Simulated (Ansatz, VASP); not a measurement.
**One calculation of Ba2SrRe, two programs**

```
Ba Sr Re
1.0
     4.01745    0.00000    0.00000
    -2.00873    3.47921    0.00000
     0.00000    0.00000   12.00011
Ba Sr Re
2 1 1
Direct
  0.33333 0.66667 0.32253
  0.33333 0.66667 0.67747
  0.00000 0.00000 0.00000
  0.00000 0.00000 0.50000
```

Alike in both runs: functional PBE; k mesh 6 × 6 × 2; occupations gaussian, width 0.1 eV; no spin polarisation.

Ansatz relaxed the structure, and its values are those at the end. VASP's run is a single point on that final structure, the one shown.

```csv
,VASP,Ansatz
version,VASP 6.6.1,Ansatz 0.2.0
potentials or method,"VASP PAW PBE potentials, release 64 (Ba_sv, Sr_sv, Re), cutoff 520 eV","scalar-relativistic, plane waves, PAW"
valence electrons in the cell,37,45
```

Ansatz gave:

```
gap on the k mesh at the Fermi level (eV) : none
pressure (GPa)                            : -0.1
rms of the force components (eV/Å)        : 0.004
```

**Question.** Estimate VASP's values.

**Answer.** gap on the k mesh at the Fermi level (eV): none; pressure (GPa): 0.5; rms of the force components (eV/Å): 0.070.

A gap of «none» marks a metal or a gap that the smearing closes. VASP's potentials hold 37 valence electrons a cell and Ansatz's 45, so a difference there can come from the potentials and not from the codes.

Neither program's run includes spin-orbit coupling.
